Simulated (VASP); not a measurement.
Wanted: the native input for a VASP 6.6.1 run.

```yaml
Task: single point
Functional: r2SCAN
Potentials_or_basis: VASP PAW PBE potentials, release 64 (Mn_pv, S)
Cutoff: 520 eV
k_mesh: 12 × 12 × 12
Occupations: gaussian, width 0.05 eV
Spin: collinear spin, ferromagnetic start
Starting_moments: "[4.77, 0.0] μB"
Dipole_correction: no
Further_INCAR_settings: ALGO = Normal; EDIFF = 1e-06; NBANDS = 20
```

MnS:

```xyz
2
Lattice="0.0000 2.5776 2.5776 2.5776 0.0000 2.5776 2.5776 2.5776 0.0000" Properties=species:S:1:pos:R:3 pbc="T T T"
Mn    0.0000    0.0000    0.0000
S     2.5776    2.5776    2.5776
```

One way to write it, as run:

POSCAR

```
MnS
1.0
    0.0000000000      2.5775913615      2.5775913615
    2.5775913615      0.0000000000      2.5775913615
    2.5775913615      2.5775913615      0.0000000000
Mn S
1 1
Direct
    0.0000000000      0.0000000000      0.0000000000
    0.5000000000      0.5000000000      0.5000000000
```

INCAR.step1

```
SYSTEM = MnS
  ALGO = Normal
  EDIFF = 1E-4
  ENCUT = 520
  GGA = PE
  ISMEAR = 0
  ISPIN = 2
  LASPH = .TRUE.
  LCHARG = .FALSE.
  LMAXMIX = 4
  LREAL = .FALSE.
  LWAVE = .TRUE.
  MAGMOM = 4.77 0
  NBANDS = 20
  NELM = 150
  PREC = Accurate
  SIGMA = 0.05
```

INCAR.step2

```
SYSTEM = MnS
  ALGO = Normal
  EDIFF = 1E-6
  ENCUT = 520
  ISIF = 2
  ISMEAR = 0
  ISPIN = 2
  ISTART = 1
  LASPH = .TRUE.
  LCHARG = .FALSE.
  LMAXMIX = 4
  LMIXTAU = .TRUE.
  LORBIT = 11
  LREAL = .FALSE.
  LWAVE = .FALSE.
  MAGMOM = 4.77 0
  METAGGA = R2SCAN
  NBANDS = 20
  NELM = 150
  PREC = Accurate
  SIGMA = 0.05
```

KPOINTS

```
k-points
0
G
  12 12 12
  0 0 0
```

Potentials or basis: VASP PAW PBE potentials, release 64 (Mn_pv, S).

Launch:

```sh
$ cat potpaw_PBE.64/Mn_pv/POTCAR potpaw_PBE.64/S/POTCAR > POTCAR
$ cp INCAR.step1 INCAR
$ mpirun -np 1 vasp_std > vasp.out
$ cp INCAR.step2 INCAR
$ mpirun -np 1 vasp_std > vasp.out
```

It gave:

```json
{
 "Pressure": "3.0 GPa",
 "Net moment": "4.95 μB per cell",
 "Site moments": "Mn +4.47; S +0.14 μB",
 "Valence electrons inside the program's atomic spheres": "Mn 11.31; S 3.80"
}
```

Caveat: the PAW data sets were made with another functional, which shifts forces and pressure a little; a cell with one magnetic atom can't hold antiferromagnetic order, which such compounds often take.

Run time: 5.6 min on 1 thread of Intel(R) Xeon(R) Platinum 8259CL CPU @ 2.50GHz (Skylake/Cascade Lake), on a shared host, peak memory 0.23 GiB.
